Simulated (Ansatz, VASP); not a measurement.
## NaF: VASP beside Ansatz

POSCAR

```
NaF
1.0
    2.3085569110      2.3085569110      0.0000000000
   -2.3085569110      2.3085569110      0.0000000000
    0.0000000000      2.3085569110      2.2930128636
Na F
1 1
Direct
    0.0000000000      0.0000000000      0.0000000000
    0.5000000000      0.5000000000      0.0000000000
```

File INCAR.step1:

```
SYSTEM = NaF
  ALGO = Normal
  EDIFF = 1E-4
  ENCUT = 520
  GGA = PE
  ISMEAR = 0
  LASPH = .True.
  LCHARG = .False.
  LREAL = .False.
  LWAVE = .True.
  NBANDS = 14
  NELM = 60
  PREC = Accurate
  SIGMA = 0.01
```

INCAR.step2

```
SYSTEM = NaF
  ALGO = Normal
  EDIFF = 1E-7
  ENCUT = 520
  ISIF = 2
  ISMEAR = 0
  ISTART = 1
  LASPH = .True.
  LCHARG = .True.
  LELF = .True.
  LMIXTAU = .True.
  LREAL = .False.
  LVHAR = .True.
  LWAVE = .False.
  METAGGA = R2SCAN
  NBANDS = 14
  NELM = 60
  PREC = Accurate
  SIGMA = 0.01
```

KPOINTS

```
k-points
0
Gamma
  8 8 8
  0 0 0
```

Input for Ansatz:

```yaml
crystal:
  lattice:
    - [2.30855691104, 2.30855691104, 0.0]
    - [-2.30855691104, 2.30855691104, 0.0]
    - [0.0, 2.30855691104, 2.29301286363]
  atoms:
    - { symbol: Na, position: [0.0, 0.0, 0.0] }
    - { symbol: F, position: [0.5, 0.5, 0.0] }
kpoints:
  mp_grid: { grid: [8, 8, 8] }
scf:
  occupations: { method: fixed }
  convergence: { dr2_threshold: 1.0e-10 }
hamiltonian:
  xc: r2scan
  pseudopotentials: { kind: paw }
output:
  forces: true
  stress: true
  eigenstates:
    kpoints:
      - [0.0, 0.0, 0.0]
      - [-0.5, -0.5, -0.5]
      - [-0.5, 0.5, 0.0]
      - [0.0, 0.0, -0.5]
      - [0.0, -0.5, -0.5]
      - [0.0, 0.5, 0.0]
      - [-0.5, 0.0, 0.0]
      - [-0.5, 0.0, -0.5]
  eigenvalues: true
```

Change from the starting cell: film at in-plane strain +0.005.

Alike in both runs: task single point; functional r2SCAN; k mesh 8 × 8 × 8; no spin polarisation.

|  | VASP | Ansatz |
| --- | --- | --- |
| version | VASP 6.6.1 | Ansatz 0.2.0 |
| potentials or method | VASP PAW PBE potentials, release 64 (Na_pv, F) | PAW with Ansatz's default frozen-core files, scalar-relativistic |
| plane-wave cutoff (eV) | 520 | 500 |
| occupations | gaussian, width 0.01 eV | fixed |
| valence electrons in the cell | 14 | 16 |

Ansatz gave:

- gap on the k mesh at the Fermi level (eV): 7.23
- pressure (GPa): -0.4
- traceless stress, the component that is largest in VASP (GPa): 0.42

Q: What did VASP give for the same quantities?

A: gap on the k mesh at the Fermi level (eV): 7.27; pressure (GPa): -1.2; traceless stress, the component that is largest in VASP (GPa): 0.36.

VASP's potentials were made for PBE, not for r2SCAN. VASP's potentials hold 14 valence electrons a cell and Ansatz's 16, so a difference there can come from the potentials and not from the codes.
